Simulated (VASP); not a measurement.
Input of a VASP 6.6.1 run:

Contents of INCAR:

```
ALGO = Normal
EDIFF = 1E-6
ENCUT = 520
GGA = PS
ISIF = 2
ISMEAR = 0
LASPH = True
LCHARG = False
LREAL = False
LWAVE = False
NBANDS = 21
NELM = 100
PREC = Accurate
SIGMA = 0.1
```

KPOINTS

```
k-points
0
Gamma
  14 14 8
```

POSCAR

```
Ge
1.0
    1.5751337822     -2.4925107332     -0.0063986276
    1.5751337822      2.4925107332     -0.0063986276
   -0.0203286619      0.0000000000      4.9295114062
Ge
2
Direct
    0.6376481785      0.3623518215      0.2500000000
    0.3623518215      0.6376481785      0.7500000000
```

Potentials or basis: VASP PAW PBE potentials, release 64 (Ge_d).

The run is started by

```bash
$ cat potpaw_PBE.64/Ge_d/POTCAR > POTCAR
$ mpirun -np 1 vasp_std > vasp.out
```

Question: Estimate the largest force.

Answer: 0.028 eV/Å.

Question: Predict the band gap on the k mesh.

Answer: Zero (bands 14 and 15 overlap by 9.05 eV).

Stress tensor (GPa, compression positive):
```
-4.54  0.00  0.19
 0.00 -4.27  0.00
 0.19  0.00 -0.54
```

Caveat: the cell differs from its parent crystal (strained and its atoms moved); the cell stands under tension; the PAW data sets were made with another functional, which shifts forces and pressure a little.
